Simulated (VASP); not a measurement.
A run of VASP 6.6.1:

POSCAR

```
Si
1.0
    2.7691764586      0.0000000000      0.0000000000
   -1.3845882293      2.3981771607      0.0000000000
    0.0000000000      0.0000000000      9.0441303138
Si
4
Direct
    0.0000000000      0.0000000000      0.0000000000
    0.0000000000      0.0000000000      0.5000000000
    0.3333333333      0.6666666667      0.2500000000
    0.6666666667      0.3333333333      0.7500000000
```

File INCAR.step1:

```
PREC     = Accurate       # precision mode
ENCUT    = 600            # plane-wave cutoff, eV
ISMEAR   = -1             # smearing method
SIGMA    = 0.1            # smearing width, eV
LREAL    = F              # projectors in reciprocal space
LASPH    = T              # aspherical terms in the spheres
NELM     = 60             # most SCF steps
GGA      = PE             # functional
ALGO     = Normal         # electronic algorithm
EDIFF    = 1E-4           # SCF threshold, eV
LWAVE    = T              # write WAVECAR
LCHARG   = F              # write CHGCAR
```

INCAR.step2

```
PREC     = Accurate       # precision mode
ENCUT    = 600            # plane-wave cutoff, eV
EDIFF    = 1E-6           # SCF threshold, eV
ISMEAR   = -1             # smearing method
SIGMA    = 0.1            # smearing width, eV
LREAL    = F              # projectors in reciprocal space
LASPH    = T              # aspherical terms in the spheres
NELM     = 60             # most SCF steps
ALGO     = Normal         # electronic algorithm
ISIF     = 3              # what is computed and relaxed
LWAVE    = F              # write WAVECAR
LCHARG   = F              # write CHGCAR
METAGGA  = R2SCAN         # meta-GGA
LMIXTAU  = T            
IBRION   = 2              # ionic algorithm
NSW      = 80             # ionic steps
EDIFFG   = -0.01          # ionic threshold
ISTART   = 1
```

The input KPOINTS:

```
Automatic mesh
0
Gamma
  13 13 4
```

Potentials or basis: VASP PAW PBE potentials, release 64 (Si).

The run is started by

```sh
$ cat potpaw_PBE.64/Si/POTCAR > POTCAR
$ cp INCAR.step1 INCAR
$ mpirun -np 1 vasp_std > vasp.out
$ cp INCAR.step2 INCAR
$ mpirun -np 1 vasp_std > vasp.out
```

Hardware: 1 thread of Intel(R) Xeon(R) Platinum 8259CL CPU @ 2.50GHz (Skylake/Cascade Lake) (shared host).

How long does it take, and how much memory?

It took 8.4 min on 1 thread of Intel(R) Xeon(R) Platinum 8259CL CPU @ 2.50GHz (Skylake/Cascade Lake), with other jobs on the host, peak memory 0.22 GiB. Counts: k points 63, ion steps 7.
